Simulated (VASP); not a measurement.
Crystal: CdS (CsCl type).

```
CELL_PARAMETERS angstrom
3.01502 0.00000 0.00000
0.00000 3.01502 0.00000
0.00000 0.00000 3.01502
ATOMIC_POSITIONS crystal
Cd 0.00000 0.00000 0.00000
S 0.50000 0.50000 0.50000
```

```yaml
Program: VASP 6.6.1
Task: relaxation of cell and atoms
Functional: PBE
Potentials_or_basis: VASP PAW PBE potentials, release 64 (Cd, S)
Cutoff: 600 eV
k_mesh: 14 × 14 × 14
Occupations: fermi-dirac, width 0.05 eV
Spin: no spin polarisation
```

At the start: pressure 62.8 GPa; volume 13.70 Å³/atom.

Q: Where does the relaxation end?

A: Over 20 steps the energy falls by 853.4 meV/atom and the volume is 19.90 Å³/atom (+45.2 %); space group Pm-3m (No. 221, to 0.05 Å).

The path:
```
step  energy change (eV)  largest force (eV/Å)  pressure (GPa)  volume (Å³)
   1              0.0000                0.0000           62.76        27.41
   2             -1.0342                0.0000          -10.55        54.69
   3             -1.7067                0.0000           -0.21        39.90
   4             -1.7066                0.0000            0.32        39.62
   5             -1.7066                0.0000            0.32        39.62
   6             -1.7066                0.0000            0.31        39.63
   7             -1.7066                0.0000            0.30        39.63
   8             -1.7066                0.0000            0.30        39.63
   9             -1.7066                0.0000            0.30        39.63
  10             -1.7066                0.0000            0.30        39.63
  11             -1.7066                0.0000            0.31        39.63
  12             -1.7066                0.0000            0.31        39.63
  13             -1.7066                0.0000            0.31        39.63
  14             -1.7066                0.0000            0.33        39.63
  15             -1.7066                0.0000            0.28        39.64
  16             -1.7066                0.0000            0.26        39.66
  17             -1.7067                0.0000            0.20        39.68
  18             -1.7067                0.0000            0.11        39.74
  19             -1.7067                0.0000           -0.09        39.85
  20             -1.7067                0.0000           -0.03        39.80
```

Final structure:
```
Cd S
1.0
     3.41422    0.00000    0.00000
     0.00000    3.41422    0.00000
     0.00000    0.00000    3.41422
Cd S
1 1
Direct
  0.00000 0.00000 0.00000
  0.50000 0.50000 0.50000
```

Caveat: the volume moved by over 15 % at a fixed basis, so the end points are rough.
